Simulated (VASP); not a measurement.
Pd: single point with PBE

Pd:

```
Pd
1.0
     3.24624    1.87422    6.54156
    -3.24624    1.87422    6.54156
     0.00000   -3.74843    6.54156
Pd
12
Direct
  0.09392 0.49820 0.09392
  0.09392 0.09392 0.49820
  0.49820 0.09392 0.09392
  0.90608 0.50180 0.90608
  0.50180 0.90608 0.90608
  0.90608 0.90608 0.50180
  0.23472 0.63865 0.23472
  0.23472 0.23472 0.63865
  0.63865 0.23472 0.23472
  0.76528 0.36135 0.76528
  0.36135 0.76528 0.76528
  0.76528 0.76528 0.36135
```

```json
{"Program": "VASP 6.6.1", "Task": "single point", "Functional": "PBE", "Potentials or basis": "VASP PAW PBE potentials, release 64 (Pd)", "Cutoff": "520 eV", "k mesh": "3 × 3 × 3", "Occupations": "gaussian, width 0.1 eV", "Spin": "no spin polarisation", "Dipole correction": "no", "Further INCAR settings": "ALGO = Normal; EDIFF = 1e-07; NBANDS = 72"}
```

```
Pressure               : -0.2 GPa
Largest force          : 0.036 eV/Å
Band gap on the k mesh : zero (bands 60 and 61 overlap by 0.28 eV)
```

Forces in eV/Å, atoms in the order of the input:
```
Pd   0.014 -0.008 -0.033
Pd   0.000  0.016 -0.033
Pd  -0.014 -0.008 -0.033
Pd  -0.014  0.008  0.033
Pd   0.014  0.008  0.033
Pd   0.000 -0.016  0.033
Pd   0.006 -0.004 -0.005
Pd   0.000  0.007 -0.005
Pd  -0.006 -0.004 -0.005
Pd  -0.006  0.004  0.005
Pd   0.006  0.004  0.005
Pd   0.000 -0.007  0.005
```

Levels at points of the mesh, in eV from the Fermi level:
```tsv
k point	band 55	band 56	band 57	band 58	band 59	band 60	band 61	band 62	band 63	band 64
(0.00, 0.00, 0.00)	-0.41	-0.40	-0.11	-0.11	-0.07	0.22	0.47	0.56	1.05	1.79
```

It took 2.8 min on 1 thread of Intel(R) Xeon(R) Platinum 8488C (Sapphire Rapids), on a shared host, peak memory 0.44 GiB.

Caveat: the k points lie up to 0.39 Å⁻¹ apart.
